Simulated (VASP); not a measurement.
# In2Ga3P5 (P1) in VASP: single point with PBE

Aim: the single point of In2Ga3P5 with PBE.

Program: VASP 6.6.1. These are calculated values, not measurements. Logs are shortened: lines on timing, memory, paths and dates and some standing lists are left out, and cuts for length are marked.

### 1 The cell of the first run

The typed cell holds 10 atoms: a = 4.030 Å, b = 4.030 Å, c = 14.465 Å, α = 98.02°, β = 98.01°, γ = 90.00°.

### 2 Single point, PBE

File INCAR:

```
SYSTEM = In2Ga3P5
PREC = Accurate
ENCUT = 520
EDIFF = 1E-7
ISMEAR = 0
SIGMA = 0.1
LREAL = .False.
LASPH = .True.
NELM = 80
ALGO = Normal
ISIF = 2
LWAVE = .False.
LCHARG = .True.
GGA = PE
LELF = .True.
LVHAR = .True.
NBANDS = 56
```

File KPOINTS:

```
regular mesh
0
Gamma
  4 4 4
  0 0 0
```

File POSCAR:

```
In2Ga3P5
1.0
    0.0001630451     -4.0299998370     -0.0002684701
    4.0301427919     -0.0001631613     -0.0001184199
   -2.0169697397      2.0144482306     14.1808929513
In Ga P
2 3 5
Direct
    0.3983064525      0.3983612540      0.7968605704
    0.6019634292      0.6017457071      0.2031399397
    0.7969030179      0.7969153339      0.5938216881
   -0.0000487876      0.0001092882     -0.0000034224
    0.2028496783      0.2029665305      0.4061695936
    0.3433460844      0.8432402811      0.6866996957
    0.9533975371      0.4535460834      0.9069931731
    0.5465033795      0.0466280268      0.0930130285
    0.1569795013      0.6565306589      0.3133063154
    0.7497997074      0.2499568363      0.4999994180
```

Potentials or basis: VASP PAW PBE potentials, release 64 (In_d, Ga_d, P).

Run with:

```bash
> cat potpaw_PBE.64/In_d/POTCAR potpaw_PBE.64/Ga_d/POTCAR potpaw_PBE.64/P/POTCAR > POTCAR
> mpirun -np 1 vasp_std > vasp.out
```

OUTCAR:

```text
SYSTEM = In2Ga3P5
   PREC = Accurate
   ENCUT = 520
   EDIFF = 1E-7
   ISMEAR = 0
   LREAL = .False.
   LASPH = .True.
   NELM = 80
   ISIF = 2
   GGA = PE

 ion  position               nearest neighbor table
   1  0.398  0.398  0.797-   7 2.55   7 2.55   6 2.55   6 2.55
   2  0.602  0.602  0.203-   8 2.55   8 2.55   9 2.55   9 2.55
   3  0.797  0.797  0.594-   6 2.41   6 2.41  10 2.41  10 2.41
   4  1.000  0.000  1.000-   8 2.41   7 2.41   7 2.41   8 2.41
   5  0.203  0.203  0.406-   9 2.41   9 2.41  10 2.41  10 2.41
   6  0.343  0.843  0.687-   3 2.41   3 2.41   1 2.55   1 2.55
   7  0.953  0.454  0.907-   4 2.41   4 2.41   1 2.55   1 2.55
   8  0.547  0.047  0.093-   4 2.41   4 2.41   2 2.55   2 2.55
   9  0.157  0.657  0.313-   5 2.41   5 2.41   2 2.55   2 2.55
  10  0.750  0.250  0.500-   5 2.41   3 2.41   3 2.41   5 2.41

  LATTYP: Found a base centered monoclinic cell.
 ALAT       =    28.6456805615
 B/A-ratio  =     0.1406843814
 C/A-ratio  =     0.9900759458
 COS(beta)  =    -0.9900537870

  Lattice vectors:

 A1 = (  -2.0133360973,   2.0157147677, -14.1805060613)
 A2 = (  -2.0131730522,  -2.0142850693, -14.1807745314)
 A3 = (  -0.0036336424,  -0.0012665371,  28.3613990126)

Analysis of symmetry for initial positions (statically):
=====================================================================
 Subroutine PRICEL returns:
 Original cell was already a primitive cell.

 Routine SETGRP: Setting up the symmetry group for a
 base centered monoclinic supercell.

 Subroutine GETGRP returns: Found  1 space group operations
 (whereof  1 operations were pure point group operations)
 out of a pool of  4 trial point group operations.

The static configuration has the point symmetry C_1 .

Analysis of symmetry for dynamics (positions and initial velocities):
=====================================================================
 Subroutine PRICEL returns:
 Original cell was already a primitive cell.

 Routine SETGRP: Setting up the symmetry group for a
 base centered monoclinic supercell.

 Subroutine GETGRP returns: Found  1 space group operations
 (whereof  1 operations were pure point group operations)
 out of a pool of  4 trial point group operations.

The dynamic configuration has the point symmetry C_1 .

 Subroutine INISYM returns: Found  1 space group operations
 (whereof  1 operations are pure point group operations),
 and found     1 'primitive' translations

----------------------------------------------------------------------------------------

                                     Primitive cell

  volume of cell :     230.3155

  direct lattice vectors                    reciprocal lattice vectors
     0.000163045 -4.029999837 -0.000268470    -0.000009010 -0.248141316  0.035248109
     4.030142792 -0.000163161 -0.000118420     0.248131203  0.000007688  0.035290982
    -2.016969740  2.014448231 14.180892951     0.000002072 -0.000004698  0.070518383

  length of vectors
     4.029999849  4.030142797 14.464573741     0.250632285  0.250628306  0.070518383

  position of ions in fractional coordinates (direct lattice)
     0.398306453  0.398361254  0.796860570
     0.601963429  0.601745707  0.203139940
     0.796903018  0.796915334  0.593821688
     0.999951212  0.000109288  0.999996578
     0.202849678  0.202966530  0.406169594
     0.343346084  0.843240281  0.686699696
     0.953397537  0.453546083  0.906993173
     0.546503380  0.046628027  0.093013029
     0.156979501  0.656530659  0.313306315
     0.749799707  0.249956836  0.499999418

  ion indices of the primitive-cell ions
   primitive index   ion index
                 1           1
                 2           2
                 3           3
                 4           4
                 5           5
                 6           6
                 7           7
                 8           8
                 9           9
                10          10

----------------------------------------------------------------------------------------

 KPOINTS: regular mesh

Automatic generation of k-mesh.
 Grid dimensions read from file:
 generate k-points for:    4    4    4

 Generating k-lattice:

  Cartesian coordinates                     Fractional coordinates (reciprocal lattice)
    -0.000002253 -0.062035329  0.008812027     0.250000000 -0.000000000 -0.000000000
     0.062032801  0.000001922  0.008822746     0.000000000  0.250000000  0.000000000
     0.000000518 -0.000001174  0.017629596    -0.000000000  0.000000000  0.250000000

  Length of vectors
     0.062658071  0.062657076  0.017629596

  Shift w.r.t. Gamma in fractional coordinates (k-lattice)
     0.000000000  0.000000000  0.000000000

 Subroutine IBZKPT returns following result:
 ===========================================

 Found     36 irreducible k-points:

 Following reciprocal coordinates:
            Coordinates               Weight
  0.000000  0.000000  0.000000      1.000000
  0.250000 -0.000000  0.000000      2.000000
  0.500000 -0.000000  0.000000      1.000000
  0.000000  0.250000  0.000000      2.000000
  0.250000  0.250000 -0.000000      2.000000
  0.500000  0.250000  0.000000      2.000000
[... 16 lines left out ...]
 -0.000000 -0.250000  0.250000      2.000000
  0.250000 -0.250000  0.250000      2.000000
 [... further k-points ...]
   k-points           NKPTS =     36   k-points in BZ     NKDIM =     36   number of bands    NBANDS=     56
   number of dos      NEDOS =    301   number of ions     NIONS =     10
   total plane-waves  NPLWV =  97200
   dimension x,y,z NGX =    30 NGY =   30 NGZ =  108
   dimension x,y,z NGXF=    60 NGYF=   60 NGZF=  216
   ions per type =               2   3   5
   NGX,Y,Z   is equivalent  to a cutoff of  12.38, 12.38, 12.41 a.u.
   NGXF,Y,Z  is equivalent  to a cutoff of  24.75, 24.75, 24.83 a.u.
 SYSTEM =  In2Ga3P5
   PREC   = accura    normal or accurate (medium, high low for compatibility)
   ISTART =      0    job   : 0-new  1-cont  2-samecut
   ICHARG =      2    charge: 1-file 2-atom 10-const
   ISPIN  =      1    spin polarized calculation?
   LNONCOLLINEAR =      F non collinear calculations
   LSORBIT =      F    spin-orbit coupling
   LASPH  =      T    aspherical Exc in radial PAW
   ENCUT  =  520.0 eV  38.22 Ry    6.18 a.u.   7.49  7.49 26.89*2*pi/ulx,y,z
   NELM   =     80;   NELMIN=  2; NELMDL= -5     # of ELM steps
   EDIFF  = 0.1E-06   stopping-criterion for ELM
   LREAL  =      F    real-space projection
   EDIFFG = 0.1E-05   stopping-criterion for IOM
   NSW    =      0    number of steps for IOM
   IBRION =     -1    ionic relax: 0-MD 1-quasi-New 2-CG
   NFREE  =      0    steps in history (QN), initial steepest desc. (CG)
   ISIF   =      2    stress and relaxation
   ISYM   =      2    0-nonsym 1-usesym 2-fastsym
   POTIM  = 0.5000    time-step for ionic-motion
   TEBEG  =    0.0;   TEEND  =   0.0 temperature during run
   PSTRESS=    0.0 pullay stress
   NELECT =      90.0000    total number of electrons
   NUPDOWN=      -1.0000    fix difference up-down
   EMIN   =  10.00;   EMAX   =-10.00  energy-range for DOS
   EFERMI =   0.00;   METHOD = LEGACY
   ISMEAR =     0;   SIGMA  =   0.10  broadening in eV -4-tet -1-fermi 0-gaus
   EFERMI_NEDOS =   21; number of points for ismear=-14 and -15
   IALGO  =     38    algorithm
   IMIX   =      4    mixing-type and parameters
     AMIX     =   0.40;   BMIX     =  1.00
     AMIX_MAG =   1.60;   BMIX_MAG =  1.00
  volume/ion in A,a.u.               =      23.03       155.42
  Fermi-wavevector in a.u.,A,eV,Ry     =   1.196873  2.261761 19.490404  1.432504
  Thomas-Fermi vector in A             =   2.332802
   LORBIT       =      0    0 simple, 1 ext, 2 COOP (PROOUT), +10 PAW based schemes
   GGA     = PE    functional components
   LHFCALC =     F    Hartree Fock is set to
   AEXX    =    0.0000 exact exchange contribution
   IVDW    =     0    specifies the selected vdW correction
   LEPSILON=     F    determine dielectric tensor
   LRPA    =     F    only Hartree local field effects (RPA)
 non-spin polarized calculation
 Gauss-broadening in eV      SIGMA  =   0.10
  energy-cutoff  :      520.00
  volume of cell :      230.32
 maximum number of plane-waves:      6260
 NGX is ok and might be reduce to    30
   NGX = 15   NGY = 15   NGZ = 53

 number of electron      90.0000002 magnetization

 Free energy of the ion-electron system (eV)
  ---------------------------------------------------
  ext. energy  EPLUGINS =         0.00000000
  ---------------------------------------------------
  free energy    TOTEN  =       -43.76732957 eV

  energy without entropy =      -43.76732957  energy(sigma->0) =      -43.76732957

 E-fermi :   5.0237     XC(G=0):  -9.4271

 val. band max:        4.5775297499   @ k =   0.0000   0.0000   0.0000
 cond. band min:       5.4605463790   @ k =   0.0000   0.0000   0.0000
 fundamental gap:      0.8830166291
 Fermi energy:         5.0237462127

 k-point     1 :       0.0000    0.0000    0.0000
  band No.  band energies     occupation
      1     -10.0613      2.00000
      2     -10.0581      2.00000
      3     -10.0114      2.00000
      4      -9.9941      2.00000
      5      -9.9941      2.00000
      6      -9.9888      2.00000
[... 48 lines left out ...]
     55       8.5455      0.00000
     56       8.5537      0.00000

 k-point     2 :       0.2500   -0.0000    0.0000
  band No.  band energies     occupation
      1     -10.0531      2.00000
      2     -10.0493      2.00000
      3     -10.0180      2.00000
      4     -10.0101      2.00000
      5      -9.9984      2.00000
      6      -9.9930      2.00000
[... 48 lines left out ...]
     55       9.1319      0.00000
     56       9.2110      0.00000

 k-point     3 :       0.5000   -0.0000    0.0000
  band No.  band energies     occupation
      1     -10.0495      2.00000
      2     -10.0461      2.00000
      3     -10.0326      2.00000
      4     -10.0214      2.00000
      5     -10.0027      2.00000
      6      -9.9920      2.00000
[... 1172 lines left out ...]
 k-point    23 :      -0.0000   -0.2500    0.2500
  band No.  band energies     occupation
      1     -10.0533      2.00000
      2     -10.0493      2.00000
      3     -10.0164      2.00000
      4     -10.0101      2.00000
      5     -10.0002      2.00000
      6      -9.9930      2.00000
[... 48 lines left out ...]
     55       9.1314      0.00000
     56       9.2105      0.00000

 k-point    24 :       0.2500   -0.2500    0.2500
  band No.  band energies     occupation
      1     -10.0556      2.00000
      2     -10.0458      2.00000
      3     -10.0246      2.00000
      4     -10.0212      2.00000
      5     -10.0156      2.00000
      6      -9.9854      2.00000
[... 48 lines left out ...]
     55       9.7137      0.00000
     56       9.7836      0.00000

 [... further k-points ...]

------------------------ aborting loop because EDIFF is reached ----------------------------------------

  FORCE on cell =-STRESS in cart. coord.  units (eV):
  Direction    XX          YY          ZZ          XY          YZ          ZX
  --------------------------------------------------------------------------------------
  -------------------------------------------------------------------------------------
  Total       -0.0542304     -0.0513975     -0.0562613      0.0035687     -0.0022744      0.0108299
  in kB       -0.3772507     -0.3575442     -0.3913788      0.0248256     -0.0158215      0.0753375
  external PRESSURE =      -0.3753912 kB  Pullay stress =       0.0000000 kB

 VOLUME and BASIS-vectors are now :
 -----------------------------------------------------------------------------
  energy-cutoff  :      520.00
  volume of cell :      230.32
      direct lattice vectors                 reciprocal lattice vectors
     0.000163045 -4.029999837 -0.000268470    -0.000009010 -0.248141316  0.035248109
     4.030142792 -0.000163161 -0.000118420     0.248131203  0.000007688  0.035290982
    -2.016969740  2.014448231 14.180892951     0.000002072 -0.000004698  0.070518383

 POSITION                                       TOTAL-FORCE (eV/Angst)
 -----------------------------------------------------------------------------------
     -0.00173     -0.00001     11.30004         0.000757     -0.001030     -0.000797
      2.01549     -2.01680      2.88047        -0.001431      0.002516      0.000603
      2.01409     -2.01543      8.42061        -0.000449      0.000032      0.000725
     -2.01636     -2.01536     14.18058        -0.000613     -0.000248      0.000695
     -0.00121      0.00069      5.75977         0.000250     -0.001935      0.000360
      2.01338     -0.00050      9.73782         0.000664      0.000588      0.003076
     -0.00137     -2.01518     12.86166         0.000161     -0.000534     -0.003611
      0.00040     -2.01505      1.31886        -0.000309     -0.000101      0.002996
      2.01401     -0.00160      4.44284         0.000692      0.001729     -0.003816
     -0.00100     -2.01451      7.09021         0.000279     -0.001017     -0.000231
 -----------------------------------------------------------------------------------
    total drift:                                0.000252      0.000309      0.000029

  FREE ENERGIE OF THE ION-ELECTRON SYSTEM (eV)
  ---------------------------------------------------
  free  energy   TOTEN  =       -43.7673295711 eV

  energy  without entropy=      -43.7673295711  energy(sigma->0) =      -43.76732957
```

Run time: 24 min. Hardware: 1 thread of Intel Xeon 8259CL, shared host; peak memory 0.54 GiB.

Results:

```yaml
Free_energy: -43.7673 eV
Pressure: 0.0 GPa
Largest_force: 0.004 eV/Å
Band_gap_on_the_k_mesh: 0.88 eV
```

Forces on the atoms (eV/Å):
```
In   0.001 -0.001 -0.001
In  -0.001  0.003  0.001
Ga   0.000  0.000  0.001
Ga  -0.001  0.000  0.001
Ga   0.000 -0.002  0.000
P    0.001  0.001  0.003
P    0.000 -0.001 -0.004
P    0.000  0.000  0.003
P    0.001  0.002 -0.004
P    0.000 -0.001  0.000
```

Caveat: spin-orbit coupling is left out, which moves the levels of the heavy elements. A k mesh can miss the band edges.
